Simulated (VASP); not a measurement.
# Ir (P6_3/mmc) in VASP: a series of runs

The runs below take Ir through single point, with PBEsol.

Everything below comes from runs of VASP 6.6.1. Logs are shortened: lines on timing, memory, paths and dates and some standing lists are left out, and cuts for length are marked.

### Step 1. The cell of the first run

Symmetry: P6_3/mmc, No. 194, hexagonal system. Conventional cell: a = 2.717 Å, b = 2.717 Å, c = 4.408 Å, α = 90.00°, β = 90.00°, γ = 120.00°. Ir (site symmetry -6m2) has 12 Ir at 2.70 to 2.72 Å within 3.6 Å.

### Step 2. Single point, PBEsol

Contents of INCAR:

```
ALGO = Normal
EDIFF = 1E-6
ENCUT = 500
GGA = PS
GGA_COMPAT = False
ISIF = 2
ISMEAR = 0
LASPH = True
LCHARG = False
LREAL = False
LWAVE = False
NBANDS = 24
NELM = 120
PREC = Accurate
SIGMA = 0.1
```

Contents of KPOINTS:

```
k-points
0
Gamma
  9 9 4
```

Contents of POSCAR:

```
Ir
1.0
    2.7165646047      0.0000000000      0.0000000000
   -1.3582823023      2.3526139587      0.0000000000
    0.0000000000      0.0000000000      4.4076892611
Ir
2
Direct
    0.6666666667      0.3333333333      0.7500000000
    0.3333333333      0.6666666667      0.2500000000
```

Potentials or basis: VASP PAW PBE potentials, release 64 (Ir_sv_GW).

Started as:

```sh
$ cat potpaw_PBE.64/Ir_sv_GW/POTCAR > POTCAR
$ mpirun -np 1 vasp_std > vasp.out
```

OUTCAR:

```text
EDIFF = 1E-6
   ENCUT = 500
   GGA = PS
   ISIF = 2
   ISMEAR = 0
   LASPH = True
   LREAL = False
   NELM = 120
   PREC = Accurate

 ion  position               nearest neighbor table
   1  0.667  0.333  0.750-   2 2.70   2 2.70   2 2.70   2 2.70   2 2.70   2 2.70
   2  0.333  0.667  0.250-   1 2.70   1 2.70   1 2.70   1 2.70   1 2.70   1 2.70

  LATTYP: Found a hexagonal cell.
 ALAT       =     2.7165646047
 C/A-ratio  =     1.6225232610

  Lattice vectors:

 A1 = (   2.7165646047,   0.0000000000,   0.0000000000)
 A2 = (  -1.3582823023,   2.3526139587,   0.0000000000)
 A3 = (   0.0000000000,   0.0000000000,   4.4076892611)

Analysis of symmetry for initial positions (statically):
=====================================================================
 Subroutine PRICEL returns:
 Original cell was already a primitive cell.

 Routine SETGRP: Setting up the symmetry group for a
 hexagonal supercell.

 Subroutine GETGRP returns: Found 24 space group operations
 (whereof 12 operations were pure point group operations)
 out of a pool of 24 trial point group operations.

The static configuration has the point symmetry D_3d.
 The point group associated with its full space group is D_6h.

Analysis of symmetry for dynamics (positions and initial velocities):
=====================================================================
 Subroutine PRICEL returns:
 Original cell was already a primitive cell.

 Routine SETGRP: Setting up the symmetry group for a
 hexagonal supercell.

 Subroutine GETGRP returns: Found 24 space group operations
 (whereof 12 operations were pure point group operations)
 out of a pool of 24 trial point group operations.

The dynamic configuration has the point symmetry D_3d.
 The point group associated with its full space group is D_6h.

 Subroutine INISYM returns: Found 24 space group operations
 (whereof 12 operations are pure point group operations),
 and found     1 'primitive' translations

----------------------------------------------------------------------------------------

                                     Primitive cell

  volume of cell :      28.1697

  direct lattice vectors                    reciprocal lattice vectors
     2.716564605  0.000000000  0.000000000     0.368111989  0.212529556  0.000000000
    -1.358282302  2.352613959  0.000000000     0.000000000  0.425059112  0.000000000
     0.000000000  0.000000000  4.407689261     0.000000000  0.000000000  0.226876248

  length of vectors
     2.716564605  2.716564605  4.407689261     0.425059112  0.425059112  0.226876248

  position of ions in fractional coordinates (direct lattice)
     0.666666667  0.333333333  0.750000000
     0.333333333  0.666666667  0.250000000

  ion indices of the primitive-cell ions
   primitive index   ion index
                 1           1
                 2           2

----------------------------------------------------------------------------------------

 KPOINTS: k-points

Automatic generation of k-mesh.
 Grid dimensions read from file:
 generate k-points for:    9    9    4

 Generating k-lattice:

  Cartesian coordinates                     Fractional coordinates (reciprocal lattice)
     0.040901332  0.023614395  0.000000000     0.111111111  0.000000000  0.000000000
     0.000000000  0.047228790  0.000000000     0.000000000  0.111111111  0.000000000
     0.000000000  0.000000000  0.056719062     0.000000000  0.000000000  0.250000000

  Length of vectors
     0.047228790  0.047228790  0.056719062

  Shift w.r.t. Gamma in fractional coordinates (k-lattice)
     0.000000000  0.000000000  0.000000000

 Subroutine IBZKPT returns following result:
 ===========================================

 Found     36 irreducible k-points:

 Following reciprocal coordinates:
            Coordinates               Weight
  0.000000  0.000000  0.000000      1.000000
  0.111111  0.000000  0.000000      6.000000
  0.222222  0.000000  0.000000      6.000000
  0.333333  0.000000  0.000000      6.000000
  0.444444  0.000000  0.000000      6.000000
  0.111111  0.111111  0.000000      6.000000
[... 16 lines left out ...]
  0.333333  0.222222  0.250000     24.000000
  0.333333  0.333333  0.250000      4.000000
 [... further k-points ...]
   k-points           NKPTS =     36   k-points in BZ     NKDIM =     36   number of bands    NBANDS=     24
   number of dos      NEDOS =    301   number of ions     NIONS =      2
   total plane-waves  NPLWV =  12800
   dimension x,y,z NGX =    20 NGY =   20 NGZ =   32
   dimension x,y,z NGXF=    40 NGYF=   40 NGZF=   64
   ions per type =               2
   NGX,Y,Z   is equivalent  to a cutoff of  12.24, 12.24, 12.07 a.u.
   NGXF,Y,Z  is equivalent  to a cutoff of  24.48, 24.48, 24.14 a.u.
 SYSTEM =  unknown system
   PREC   = accura    normal or accurate (medium, high low for compatibility)
   ISTART =      0    job   : 0-new  1-cont  2-samecut
   ICHARG =      2    charge: 1-file 2-atom 10-const
   ISPIN  =      1    spin polarized calculation?
   LNONCOLLINEAR =      F non collinear calculations
   LSORBIT =      F    spin-orbit coupling
   LASPH  =      T    aspherical Exc in radial PAW
   ENCUT  =  500.0 eV  36.75 Ry    6.06 a.u.   4.95  4.95  8.04*2*pi/ulx,y,z
   NELM   =    120;   NELMIN=  2; NELMDL= -5     # of ELM steps
   EDIFF  = 0.1E-05   stopping-criterion for ELM
   LREAL  =      F    real-space projection
   EDIFFG = 0.1E-04   stopping-criterion for IOM
   NSW    =      0    number of steps for IOM
   IBRION =     -1    ionic relax: 0-MD 1-quasi-New 2-CG
   NFREE  =      0    steps in history (QN), initial steepest desc. (CG)
   ISIF   =      2    stress and relaxation
   ISYM   =      2    0-nonsym 1-usesym 2-fastsym
   POTIM  = 0.5000    time-step for ionic-motion
   TEBEG  =    0.0;   TEEND  =   0.0 temperature during run
   PSTRESS=    0.0 pullay stress
   NELECT =      34.0000    total number of electrons
   NUPDOWN=      -1.0000    fix difference up-down
   EMIN   =  10.00;   EMAX   =-10.00  energy-range for DOS
   EFERMI =   0.00;   METHOD = LEGACY
   ISMEAR =     0;   SIGMA  =   0.10  broadening in eV -4-tet -1-fermi 0-gaus
   EFERMI_NEDOS =   21; number of points for ismear=-14 and -15
   IALGO  =     38    algorithm
   IMIX   =      4    mixing-type and parameters
     AMIX     =   0.40;   BMIX     =  1.00
     AMIX_MAG =   1.60;   BMIX_MAG =  1.00
  volume/ion in A,a.u.               =      14.08        95.05
  Fermi-wavevector in a.u.,A,eV,Ry     =   1.743040  3.293867 41.337042  3.038187
  Thomas-Fermi vector in A             =   2.815189
   LORBIT       =      0    0 simple, 1 ext, 2 COOP (PROOUT), +10 PAW based schemes
   GGA     = PS    functional components
   LHFCALC =     F    Hartree Fock is set to
   AEXX    =    0.0000 exact exchange contribution
   IVDW    =     0    specifies the selected vdW correction
   LEPSILON=     F    determine dielectric tensor
   LRPA    =     F    only Hartree local field effects (RPA)
 non-spin polarized calculation
 Gauss-broadening in eV      SIGMA  =   0.10
  energy-cutoff  :      500.00
  volume of cell :       28.17
 maximum number of plane-waves:       756
 NGX is ok and might be reduce to    20
   NGX =  9   NGY =  9   NGZ = 17

 number of electron      34.0000000 magnetization

 Free energy of the ion-electron system (eV)
  ---------------------------------------------------
  ext. energy  EPLUGINS =         0.00000000
  ---------------------------------------------------
  free energy    TOTEN  =       -20.68820130 eV

  energy without entropy =      -20.68236347  energy(sigma->0) =      -20.68528239

 E-fermi :  12.8543     XC(G=0): -14.7332

 val. band max:       12.7469378962   @ k =   0.3333   0.1111   0.2500
 cond. band min:      12.8978983065   @ k =   0.3333   0.3333   0.0000
 fundamental gap:      0.1509604102
 Fermi energy:        12.8543163046

 k-point     1 :       0.0000    0.0000    0.0000
  band No.  band energies     occupation
      1     -80.1664      2.00000
      2     -80.0982      2.00000
      3     -37.3913      2.00000
      4     -36.6861      2.00000
      5     -36.6861      2.00000
      6     -36.5767      2.00000
[... 16 lines left out ...]
     23      28.5678      0.00000
     24      29.7052      0.00000

 k-point     2 :       0.1111    0.0000    0.0000
  band No.  band energies     occupation
      1     -80.1598      2.00000
      2     -80.0952      2.00000
      3     -37.3606      2.00000
      4     -36.7570      2.00000
      5     -36.7089      2.00000
      6     -36.6417      2.00000
[... 16 lines left out ...]
     23      29.1661      0.00000
     24      30.4552      0.00000

 k-point     3 :       0.2222    0.0000    0.0000
  band No.  band energies     occupation
      1     -80.1419      2.00000
      2     -80.0874      2.00000
      3     -37.2759      2.00000
      4     -36.9345      2.00000
      5     -36.8223      2.00000
      6     -36.7638      2.00000
[... 16 lines left out ...]
     23      28.8181      0.00000
     24      29.5263      0.00000

 k-point     4 :       0.3333    0.0000    0.0000
  band No.  band energies     occupation
      1     -80.1200      2.00000
      2     -80.0807      2.00000
      3     -37.1608      2.00000
      4     -37.1377      2.00000
      5     -37.0198      2.00000
      6     -36.8242      2.00000
[... 16 lines left out ...]
     23      26.6288      0.00000
     24      27.1229      0.00000

 k-point     5 :       0.4444    0.0000    0.0000
  band No.  band energies     occupation
      1     -80.1036      2.00000
      2     -80.0779      2.00000
      3     -37.2692      2.00000
      4     -37.1447      2.00000
      5     -37.0578      2.00000
      6     -36.8622      2.00000
[... 16 lines left out ...]
     23      24.5277      0.00000
     24      25.0697      0.00000

 k-point     6 :       0.1111    0.1111    0.0000
  band No.  band energies     occupation
      1     -80.1476      2.00000
      2     -80.0897      2.00000
      3     -37.3028      2.00000
      4     -36.8626      2.00000
      5     -36.8075      2.00000
      6     -36.7138      2.00000
[... 16 lines left out ...]
     23      29.0112      0.00000
     24      30.0786      0.00000
[... 379 lines left out ...]
 k-point    21 :       0.4444    0.1111    0.2500
  band No.  band energies     occupation
      1     -80.0956      2.00000
      2     -80.0813      2.00000
      3     -37.3152      2.00000
      4     -37.2188      2.00000
      5     -36.9517      2.00000
      6     -36.8481      2.00000
[... 16 lines left out ...]
     23      24.3922      0.00000
     24      27.4084      0.00000

 k-point    22 :       0.2222    0.2222    0.2500
  band No.  band energies     occupation
      1     -80.1048      2.00000
      2     -80.0832      2.00000
      3     -37.2121      2.00000
      4     -37.1488      2.00000
      5     -36.9283      2.00000
      6     -36.9105      2.00000
[... 16 lines left out ...]
     23      25.8009      0.00000
     24      28.0016      0.00000

 k-point    23 :       0.3333    0.2222    0.2500
  band No.  band energies     occupation
      1     -80.0924      2.00000
      2     -80.0814      2.00000
      3     -37.2394      2.00000
      4     -37.1785      2.00000
      5     -37.0184      2.00000
      6     -36.8972      2.00000
[... 16 lines left out ...]
     23      24.3264      0.00000
     24      26.9445      0.00000

 k-point    24 :       0.3333    0.3333    0.2500
  band No.  band energies     occupation
      1     -80.0844      2.00000
      2     -80.0844      2.00000
      3     -37.1550      2.00000
      4     -37.1550      2.00000
      5     -37.1324      2.00000
      6     -36.9594      2.00000
[... 16 lines left out ...]
     23      23.5818      0.00000
     24      24.7667      0.00000

 [... further k-points ...]
[... 5 lines left out ...]
  --------------------------------------------------------------------------------------
  -------------------------------------------------------------------------------------
  Total       -0.5224950     -0.5224950     -0.5266505     -0.0000000      0.0000000     -0.0000000
  in kB      -29.7174157    -29.7174157    -29.9537615     -0.0000000      0.0000000     -0.0000000
  external PRESSURE =     -29.7961977 kB  Pullay stress =       0.0000000 kB

 VOLUME and BASIS-vectors are now :
 -----------------------------------------------------------------------------
  energy-cutoff  :      500.00
  volume of cell :       28.17
      direct lattice vectors                 reciprocal lattice vectors
     2.716564605  0.000000000  0.000000000     0.368111989  0.212529556  0.000000000
    -1.358282302  2.352613959  0.000000000     0.000000000  0.425059112  0.000000000
     0.000000000  0.000000000  4.407689261     0.000000000  0.000000000  0.226876248

 POSITION                                       TOTAL-FORCE (eV/Angst)
 -----------------------------------------------------------------------------------
      1.35828      0.78420      3.30577         0.000000     -0.000000      0.000000
     -0.00000      1.56841      1.10192        -0.000000      0.000000      0.000000
 -----------------------------------------------------------------------------------
    total drift:                               -0.000000      0.000000     -0.000000

  FREE ENERGIE OF THE ION-ELECTRON SYSTEM (eV)
  ---------------------------------------------------
  free  energy   TOTEN  =       -20.6882013001 eV

  energy  without entropy=      -20.6823634728  energy(sigma->0) =      -20.68528239
```

Run time: 14 s. Hardware: 1 thread of Intel Xeon Platinum 8375C at 2.90GHz (Ice Lake), shared host; peak memory 0.15 GiB.

Results:

```
Free energy            : -20.6882 eV
Pressure               : -3.0 GPa
Band gap on the k mesh : zero (band 17 reaches 13.89 eV, above the bottom of band 18 at 10.75 eV)
```

Levels at points of the mesh, in eV from the Fermi level:
```csv
k point,band 13,band 14,band 15,band 16,band 17,band 18,band 19,band 20,band 21,band 22
"(0.00, 0.00, 0.00)",-3.80,-3.13,-3.13,-2.32,-2.32,-0.80,0.37,0.37,7.18,13.73
"(0.00, 0.00, 0.50)",-3.92,-3.92,-3.92,-3.92,-0.38,-0.38,-0.38,-0.38,13.21,13.21
```

Caveat: the PAW data sets were made with another functional, which shifts forces and pressure a little; spin-orbit coupling is left out, which moves the levels of the heavy elements.

[end of part 1 of 2]
